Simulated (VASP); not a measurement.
# NiO: single point with LDA+U

NiO:

```
CELL_PARAMETERS angstrom
0.00000 2.09131 2.09131
2.09131 0.00000 2.09131
4.18262 4.18262 0.00000
ATOMIC_POSITIONS crystal
Ni 0.00000 0.00000 0.00000
Ni 0.00000 0.00000 0.50000
O 0.50000 0.50000 0.25000
O 0.50000 0.50000 0.75000
```

- Program: VASP 6.6.1
- Task: single point
- Functional: LDA
- Potentials or basis: VASP PAW LDA potentials, release 64 (Ni, O)
- Cutoff: 520 eV
- k mesh: 8 × 8 × 8
- Occupations: gaussian, width 0.05 eV
- Spin: collinear spin, ferromagnetic start
- Starting moments: [1.66, 1.66, 0.26, 0.26] μB
- Hubbard terms: Ni d U = 5.0 eV, J = 0.9 eV
- Dipole correction: no
- LDAUTYPE: 1
- Hund's J: 0.9
- Further INCAR settings: ALGO = Normal; EDIFF = 1e-07; NBANDS = 28

The pressure is -14.4 GPa, the band gap on the k mesh is 1.20 eV and the net moment is 4.00 μB per cell. The site moments are Ni +1.73; O +0.24 μB and the valence electrons inside the program's atomic spheres are Ni 9.01; O 4.98.

Levels at points of the mesh, in eV from the valence-band top:
Spin up:
| k point | band 15 | band 16 | band 17 | band 18 | band 19 | band 20 | band 21 | band 22 |
| --- | --- | --- | --- | --- | --- | --- | --- | --- |
| (0.00, 0.00, 0.00) | -1.86 | -1.86 | 0.00 | 0.00 | 2.38 | 6.29 | 10.66 | 14.48 |
| (0.50, 0.00, 0.00) | -3.02 | -2.37 | 0.00 | 0.00 | 6.29 | 6.62 | 10.66 | 11.36 |
| (0.00, 0.00, 0.50) | -0.79 | -0.79 | -0.79 | -0.79 | 5.10 | 5.10 | 12.47 | 12.47 |
| (0.50, 0.00, 0.50) | -1.79 | -1.79 | -1.31 | -1.31 | 8.10 | 8.10 | 10.28 | 10.28 |
Spin down:
| k point | band 10 | band 11 | band 12 | band 13 | band 14 | band 15 | band 16 | band 17 | band 18 | band 19 |
| --- | --- | --- | --- | --- | --- | --- | --- | --- | --- | --- |
| (0.00, 0.00, 0.00) | -1.98 | -1.71 | -1.41 | -1.41 | -1.41 | 1.20 | 1.20 | 2.75 | 3.78 | 3.78 |
| (0.50, 0.00, 0.00) | -2.33 | -2.33 | -1.98 | -1.98 | -1.71 | 1.63 | 2.15 | 3.78 | 3.78 | 6.53 |
| (0.00, 0.00, 0.50) | -2.08 | -2.02 | -2.02 | -2.02 | -2.02 | 2.65 | 2.65 | 2.65 | 2.65 | 5.48 |
| (0.50, 0.00, 0.50) | -2.48 | -2.04 | -2.04 | -1.90 | -1.90 | 2.65 | 2.65 | 2.67 | 2.67 | 8.59 |

Eigenvalues of the final occupation matrices:
| site | spin | trace | eigenvalues |
| --- | --- | --- | --- |
| site 1 d | 1 | 4.99 | 0.97 0.97 0.97 1.03 1.03 |
| site 1 d | 2 | 3.28 | 0.17 0.17 0.98 0.98 0.98 |
| site 2 d | 1 | 4.99 | 0.97 0.97 0.97 1.03 1.03 |
| site 2 d | 2 | 3.28 | 0.17 0.17 0.98 0.98 0.98 |

Run time: 2.3 min on 1 thread of Intel(R) Xeon(R) Platinum 8259CL CPU @ 2.50GHz (Skylake/Cascade Lake), on a shared host, peak memory 0.23 GiB.

A k mesh can miss the band edges. The state reached can hang on the start; a lower one may exist.
